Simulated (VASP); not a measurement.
# BN: single point with PBE

Crystal: BN.

```
B N
1.0
     0.00000    1.85897    1.78138
     1.85897    0.00000    1.78138
     1.85897    1.85897    0.00000
B N
1 1
Direct
  0.00000 0.00000 0.00000
  0.25000 0.25000 0.25000
```

This cell differs from its parent crystal: epitaxial xy strain +3.0%.

| Quantity | Value |
| --- | --- |
| Program | VASP 6.6.1 |
| Task | single point |
| Functional | PBE |
| Potentials or basis | VASP PAW PBE potentials, release 64 (B, N) |
| Cutoff | 520 eV |
| k mesh | 12 × 12 × 12 |
| Occupations | fermi-dirac, width 0.02 eV |
| Spin | no spin polarisation |

* Pressure: -11.6 GPa
* Band gap on the k mesh: 3.71 eV, indirect (least direct gap 8.18 eV)

Stress tensor (GPa, compression positive):
```
-19.52   0.00   0.00
  0.00 -19.52   0.00
  0.00   0.00   4.23
```

Levels at points of the mesh, in eV from the valence-band top:
```
           k point  band 1  band 2  band 3  band 4  band 5  band 6  band 7  band 8
(0.00, 0.00, 0.00)  -20.02   -0.38   -0.38    0.00    8.18    8.48    8.48    9.41
(0.50, 0.00, 0.00)  -15.99  -10.56   -2.42   -1.81    9.00   10.00   10.78   14.59
(0.50, 0.50, 0.00)  -14.38   -8.50   -5.32   -5.32    3.71    8.09   17.09   17.09
(0.50, 0.00, 0.50)  -14.83   -9.10   -4.76   -4.75    4.40    9.08   16.63   17.22
```

Wall time 12 s on 1 thread of Intel Xeon 6975P-C, with other jobs on the host, peak memory 0.13 GiB.

Caveat: the cell differs from its parent crystal (epitaxial xy strain +3.0%). A k mesh can miss the band edges.
